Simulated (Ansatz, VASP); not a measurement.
# BaTiO3: VASP beside Ansatz

```
CELL_PARAMETERS angstrom
2.86037 1.65144 2.34605
-2.86037 1.65144 2.34605
0.00000 -3.30287 2.34605
ATOMIC_POSITIONS crystal
Ba 0.00268 0.00268 0.00268
Ti 0.50369 0.50369 0.50369
O 0.50144 0.50144 0.00067
O 0.50144 0.00067 0.50144
O 0.00067 0.50144 0.50144
```

Change from the starting cell: polar distortion scaled by 0.10 at the polar cell.

Alike in both runs: task single point; functional PBE; k mesh 6 × 6 × 6; no spin polarisation; Hubbard terms Ti d U = 4.0 eV.

|  | VASP | Ansatz |
| --- | --- | --- |
| version | VASP 6.6.1 | Ansatz 0.2.0 |
| potentials or method | VASP PAW PBE potentials, release 64 (Ba_sv, Ti_sv, O_h), cutoff 1340 eV | scalar-relativistic, plane waves, PAW |
| occupations | gaussian, width 0.01 eV | fixed |
| valence electrons in the cell | 40 | 40 |

|  | VASP | Ansatz | Ansatz less VASP |
| --- | --- | --- | --- |
| gap on the k mesh at the Fermi level (eV) | 2.13 | 2.16 | +0.033 |
| least direct gap on the mesh (eV) | 2.34 | 2.35 | +0.004 |
| pressure (GPa) | 0.6 | -2.6 | -3.14 |
| traceless stress, the component that is largest in VASP (GPa) | -0.72 | -0.69 | +0.027 |
| rms of the force components (eV/Å) | 0.005 | 0.019 | +0.0147 |

The programs project onto different local orbitals, so the same U acts differently, and such runs can settle in different states. Atom by atom the forces differ by 0.023 eV/Å (rms over components).

Spin-orbit coupling is off throughout.
